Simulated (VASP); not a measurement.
# Be2C (Fm-3m) in VASP: further runs

Be2C is run at these levels: revPBE+D3(BJ), r2SCAN+D4; tasks: single point.

Everything below comes from runs of VASP 6.6.1. Logs are shortened: lines on timing, memory, paths and dates and some standing lists are left out, and cuts for length are marked.

**1. The cell of the first run**

Symmetry: Fm-3m, No. 225, cubic system. Conventional cell: a = 4.241 Å, b = 4.241 Å, c = 4.241 Å, α = 90.00°, β = 90.00°, γ = 90.00°. Within 2.4 Å of Be (site symmetry -43m) lie 4 C at 1.84 Å and 6 Be at 2.12 Å. C (site symmetry m-3m) has 8 Be at 1.84 Å within 2.4 Å.

**2. Single point, revPBE+D3(BJ)**

The input, INCAR:

```
SYSTEM = Be2C
ALGO = Normal ; EDIFF = 1E-6
ENCUT = 600 ; GGA = RE
GGA_COMPAT = .False. ; ISIF = 2
ISMEAR = 0 ; IVDW = 12
LASPH = .True. ; LCHARG = .False.
LREAL = .False. ; LWAVE = .False.
NBANDS = 11 ; NELM = 120
PREC = Accurate ; SIGMA = 0.01
```

The input, KPOINTS:

```
k-points
0
Gamma
  8 8 8
  0 0 0
```

The input, POSCAR:

```
Be2C
1.0
    0.0000000000      2.1206407386      2.1206407386
    2.1206407386      0.0000000000      2.1206407386
    2.1206407386      2.1206407386      0.0000000000
Be C
2 1
Direct
    0.2500000000      0.2500000000      0.2500000000
    0.7500000000      0.7500000000      0.7500000000
    0.0000000000      0.0000000000      0.0000000000
```

Potentials or basis: VASP PAW PBE potentials, release 64 (Be, C).

The run is started by

```console
$ cat potpaw_PBE.64/Be/POTCAR potpaw_PBE.64/C/POTCAR > POTCAR
$ mpirun -np 1 vasp_std > vasp.out
```

OUTCAR:

```text
SYSTEM = Be2C
   EDIFF = 1E-6
   ENCUT = 600
   GGA = RE
   ISIF = 2
   ISMEAR = 0
   IVDW = 12
   LASPH = .True.
   LREAL = .False.
   NELM = 120
   PREC = Accurate
 IVDW          = 12

 ion  position               nearest neighbor table
   1  0.250  0.250  0.250-   3 1.84   3 1.84   3 1.84   3 1.84   2 2.12   2 2.12   2 2.12   2 2.12
                             2 2.12   2 2.12
   2  0.750  0.750  0.750-   3 1.84   3 1.84   3 1.84   3 1.84   1 2.12   1 2.12   1 2.12   1 2.12
                             1 2.12   1 2.12
   3  0.000  0.000  0.000-   2 1.84   2 1.84   2 1.84   1 1.84   1 1.84   1 1.84   2 1.84   1 1.84

  LATTYP: Found a face centered cubic cell.
 ALAT       =     4.2412814772

  Lattice vectors:

 A1 = (   0.0000000000,   2.1206407386,   2.1206407386)
 A2 = (   2.1206407386,   0.0000000000,   2.1206407386)
 A3 = (   2.1206407386,   2.1206407386,   0.0000000000)

Analysis of symmetry for initial positions (statically):
=====================================================================
 Subroutine PRICEL returns:
 Original cell was already a primitive cell.

 Routine SETGRP: Setting up the symmetry group for a
 face centered cubic supercell.

 Subroutine GETGRP returns: Found 48 space group operations
 (whereof 48 operations were pure point group operations)
 out of a pool of 48 trial point group operations.

The static configuration has the point symmetry O_h .

Analysis of symmetry for dynamics (positions and initial velocities):
=====================================================================
 Subroutine PRICEL returns:
 Original cell was already a primitive cell.

 Routine SETGRP: Setting up the symmetry group for a
 face centered cubic supercell.

 Subroutine GETGRP returns: Found 48 space group operations
 (whereof 48 operations were pure point group operations)
 out of a pool of 48 trial point group operations.

The dynamic configuration has the point symmetry O_h .

 Subroutine INISYM returns: Found 48 space group operations
 (whereof 48 operations are pure point group operations),
 and found     1 'primitive' translations

----------------------------------------------------------------------------------------

                                     Primitive cell

  volume of cell :      19.0735

  direct lattice vectors                    reciprocal lattice vectors
     0.000000000  2.120640739  2.120640739    -0.235777796  0.235777796  0.235777796
     2.120640739  0.000000000  2.120640739     0.235777796 -0.235777796  0.235777796
     2.120640739  2.120640739  0.000000000     0.235777796  0.235777796 -0.235777796

  length of vectors
[... 96 lines left out ...]
   NUPDOWN=      -1.0000    fix difference up-down
   EMIN   =  10.00;   EMAX   =-10.00  energy-range for DOS
   EFERMI =   0.00;   METHOD = LEGACY
   ISMEAR =     0;   SIGMA  =   0.01  broadening in eV -4-tet -1-fermi 0-gaus
   EFERMI_NEDOS =   21; number of points for ismear=-14 and -15
   IALGO  =     38    algorithm
   IMIX   =      4    mixing-type and parameters
     AMIX     =   0.40;   BMIX     =  1.00
     AMIX_MAG =   1.60;   BMIX_MAG =  1.00
  volume/ion in A,a.u.               =       6.36        42.90
  Fermi-wavevector in a.u.,A,eV,Ry     =   1.225447  2.315758 20.432133  1.501719
  Thomas-Fermi vector in A             =   2.360484
   LORBIT       =      0    0 simple, 1 ext, 2 COOP (PROOUT), +10 PAW based schemes
   GGA     = RE    functional components
   LHFCALC =     F    Hartree Fock is set to
   AEXX    =    0.0000 exact exchange contribution
   IVDW    =    12    specifies the selected vdW correction
   LEPSILON=     F    determine dielectric tensor
   LRPA    =     F    only Hartree local field effects (RPA)
 non-spin polarized calculation
 Gauss-broadening in eV      SIGMA  =   0.01
  energy-cutoff  :      600.00
  volume of cell :       19.07
 maximum number of plane-waves:       652
   NGX = 11   NGY = 11   NGZ = 11

 number of electron       7.9999999 magnetization

 Free energy of the ion-electron system (eV)
  ---------------------------------------------------
  ext. energy  EPLUGINS =         0.00000000
  ---------------------------------------------------
  free energy    TOTEN  =       -16.53366133 eV

  energy without entropy =      -16.53366133  energy(sigma->0) =      -16.53366133

 E-fermi :   8.4663     XC(G=0): -11.6667

 val. band max:        8.4217247627   @ k =   0.0000   0.0000   0.0000
 cond. band min:       9.5856148554   @ k =   0.5000   0.5000   0.0000
 fundamental gap:      1.1638900928
 Fermi energy:         8.4663150143

 k-point     1 :       0.0000    0.0000    0.0000
  band No.  band energies     occupation
      1      -7.1252      2.00000
      2       8.4217      2.00000
      3       8.4217      2.00000
      4       8.4217      2.00000
      5      12.7181      0.00000
      6      12.7181      0.00000
      7      12.7181      0.00000
      8      15.8433      0.00000
      9      22.1356      0.00000
     10      22.1356      0.00000
     11      22.1356      0.00000
[... 309 lines left out ...]
 k-point    24 :      -0.3750    0.2500    0.1250
  band No.  band energies     occupation
      1      -3.6311      2.00000
      2       0.0031      2.00000
      3       4.1322      2.00000
      4       4.8569      2.00000
      5      13.7544      0.00000
      6      15.3723      0.00000
      7      18.8170      0.00000
      8      19.5613      0.00000
      9      21.1556      0.00000
     10      22.8215      0.00000
     11      26.8499      0.00000

 [... further k-points ...]

------------------------ aborting loop because EDIFF is reached ----------------------------------------

 Edisp (eV)   -2.02522

 E8    (eV) :    -1.2597

  FORCE on cell =-STRESS in cart. coord.  units (eV):
  Direction    XX          YY          ZZ          XY          YZ          ZX
  --------------------------------------------------------------------------------------
  -------------------------------------------------------------------------------------
  Total       0.01441     0.01441     0.01441     0.00000     0.00000    -0.00000
  in kB       1.21061     1.21061     1.21061     0.00000     0.00000    -0.00000
  external pressure =        1.21 kB  Pullay stress =        0.00 kB

 VOLUME and BASIS-vectors are now :
 -----------------------------------------------------------------------------
  energy-cutoff  :      600.00
  volume of cell :       19.07
      direct lattice vectors                 reciprocal lattice vectors
     0.000000000  2.120640739  2.120640739    -0.235777796  0.235777796  0.235777796
     2.120640739  0.000000000  2.120640739     0.235777796 -0.235777796  0.235777796
     2.120640739  2.120640739  0.000000000     0.235777796  0.235777796 -0.235777796

 POSITION                                       TOTAL-FORCE (eV/Angst)
 -----------------------------------------------------------------------------------
      1.06032      1.06032      1.06032         0.000000      0.000000     -0.000000
      3.18096      3.18096      3.18096        -0.000000     -0.000000      0.000000
      0.00000      0.00000      0.00000        -0.000000      0.000000      0.000000
 -----------------------------------------------------------------------------------
    total drift:                               -0.000000     -0.000000      0.000000

  FREE ENERGIE OF THE ION-ELECTRON SYSTEM (eV)
  ---------------------------------------------------
  free  energy   TOTEN  =       -18.5588843895 eV

  energy  without entropy=      -18.5588843895  energy(sigma->0) =      -18.55888439
```

Run time: 9.2 s. Hardware: 1 thread of Intel Xeon 8259CL, shared host; peak memory 0.15 GiB.

What came out:

```
Free energy                : -18.5589 eV
Pressure                   : 0.1 GPa
Band gap on the k mesh     : 1.16 eV (least direct gap 4.30 eV)
Dispersion energy per atom : -0.675 eV
```

Caveat: the PAW data sets were made with another functional, which shifts forces and pressure a little. A k mesh can miss the band edges.

**3. Single point, r2SCAN+D4**

This run uses another cell than the first one, of 6.67 Å³/atom.

The input, POSCAR:

```
Be2C
1.0
    0.0000000000      2.1552992078      2.1552992078
    2.1552992078      0.0000000000      2.1552992078
    2.1552992078      2.1552992078      0.0000000000
Be C
2 1
Direct
    0.2500000000      0.2500000000      0.2500000000
    0.7500000000      0.7500000000      0.7500000000
    0.0000000000      0.0000000000      0.0000000000
```

The input, INCAR.step1:

```
SYSTEM = Be2C
ALGO     = Normal         ! electronic algorithm
EDIFF    = 1E-5           ! SCF threshold, eV
ENCUT    = 660            ! plane-wave cutoff, eV
GGA      = PE             ! functional
GGA_COMPAT= .False.      
ISMEAR   = 0              ! smearing method
LASPH    = .True.         ! aspherical terms in the spheres
LCHARG   = .False.        ! write CHGCAR
LREAL    = .False.        ! projectors in reciprocal space
LWAVE    = .True.         ! write WAVECAR
NBANDS   = 11             ! bands
NELM     = 120            ! most SCF steps
PREC     = Accurate       ! precision mode
SIGMA    = 0.01           ! smearing width, eV
```

The input, INCAR.step2:

```
SYSTEM = Be2C
ALGO     = Normal         ! electronic algorithm
EDIFF    = 1E-6           ! SCF threshold, eV
ENCUT    = 660            ! plane-wave cutoff, eV
GGA_COMPAT= .False.      
ISIF     = 2              ! what is computed and relaxed
ISMEAR   = 0              ! smearing method
ISTART   = 1            
IVDW     = 13             ! dispersion correction
LASPH    = .True.         ! aspherical terms in the spheres
LCHARG   = .False.        ! write CHGCAR
LMIXTAU  = .True.       
LREAL    = .False.        ! projectors in reciprocal space
LWAVE    = .False.        ! write WAVECAR
METAGGA  = R2SCAN         ! meta-GGA
NBANDS   = 11             ! bands
NELM     = 120            ! most SCF steps
PREC     = Accurate       ! precision mode
SIGMA    = 0.01           ! smearing width, eV
VDW_A1   = 0.51559235   
VDW_A2   = 5.77342911   
VDW_S6   = 1.0          
VDW_S8   = 0.6018749
```

KPOINTS is that of step 2.

Potentials or basis: VASP PAW PBE potentials, release 64 (Be, C).

The run is started by

```console
$ cat potpaw_PBE.64/Be/POTCAR potpaw_PBE.64/C/POTCAR > POTCAR
$ cp INCAR.step1 INCAR
$ mpirun -np 1 vasp_std > vasp.out
$ cp INCAR.step2 INCAR
$ mpirun -np 1 vasp_std > vasp.out
```

Run time: 68 s. Hardware: 1 thread of Intel Xeon 8259CL, shared host; peak memory 0.16 GiB.

It converged, with:

| Property | Result |
| --- | --- |
| Free energy | -19.6704 eV |
| Pressure | 0.8 GPa |
| Band gap on the k mesh | 1.53 eV (least direct gap 4.64 eV) |
| Dispersion energy per atom | -0.066 eV |

Levels at points of the mesh, in eV from the valence-band top:
| k point | band 1 | band 2 | band 3 | band 4 | band 5 | band 6 | band 7 | band 8 | band 9 |
| --- | --- | --- | --- | --- | --- | --- | --- | --- | --- |
| (0.00, 0.00, 0.00) | -16.03 | 0.00 | 0.00 | 0.00 | 4.64 | 4.64 | 4.64 | 7.55 | 14.49 |
| (0.50, 0.00, 0.00) | -13.05 | -9.16 | -1.92 | -1.92 | 5.56 | 5.56 | 7.70 | 10.88 | 15.85 |
| (0.50, 0.50, 0.00) | -12.23 | -7.18 | -4.96 | -4.96 | 1.53 | 6.26 | 14.54 | 14.54 | 16.78 |

Caveat: the PAW data sets were made with another functional, which shifts forces and pressure a little.
